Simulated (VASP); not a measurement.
# PbO2: single point with r2SCAN

PbO2:

```
Pb O
1.0
     0.00000    2.57483    2.57483
     2.57483    0.00000    2.57483
     2.57483    2.57483    0.00000
Pb O
1 2
Cartesian
  0.0000 0.0000 0.0000
  1.2874 1.2874 1.2874
  3.8622 3.8622 3.8622
```

```json
{"Program": "VASP 6.6.1", "Task": "single point", "Functional": "r2SCAN", "Potentials or basis": "VASP PAW PBE potentials, release 64 (Pb_d, O)", "Cutoff": "660 eV", "k mesh": "6 × 6 × 6", "Occupations": "fermi-dirac, width 0.01 eV", "Spin": "no spin polarisation", "Dipole correction": "no", "Further INCAR settings": "ALGO = Normal; EDIFF = 1e-06; NBANDS = 20"}
```

```
Pressure               : 21.4 GPa
Band gap on the k mesh : zero (bands 13 and 14 overlap by 1.20 eV)
```

Levels at points of the mesh, in eV from the Fermi level:
```
           k point  band 10  band 11  band 12  band 13  band 14  band 15  band 16  band 17
(0.00, 0.00, 0.00)    -2.29    -1.58    -1.58    -1.58    -1.23     8.06     8.06     8.06
(0.50, 0.00, 0.00)    -3.46    -3.46    -1.69    -1.69     3.92     8.16    11.50    11.50
(0.50, 0.50, 0.00)    -5.51    -0.44    -0.19    -0.19     2.70     7.94    10.17    13.24
```

It took 26 s on 1 thread of Intel(R) Xeon(R) 6975P-C (Granite Rapids) (shared host), peak memory 0.18 GiB.

Caveat: the cell stands under pressure; the PAW data sets were made with another functional, which shifts forces and pressure a little; spin-orbit coupling is left out, which moves the levels of the heavy elements.
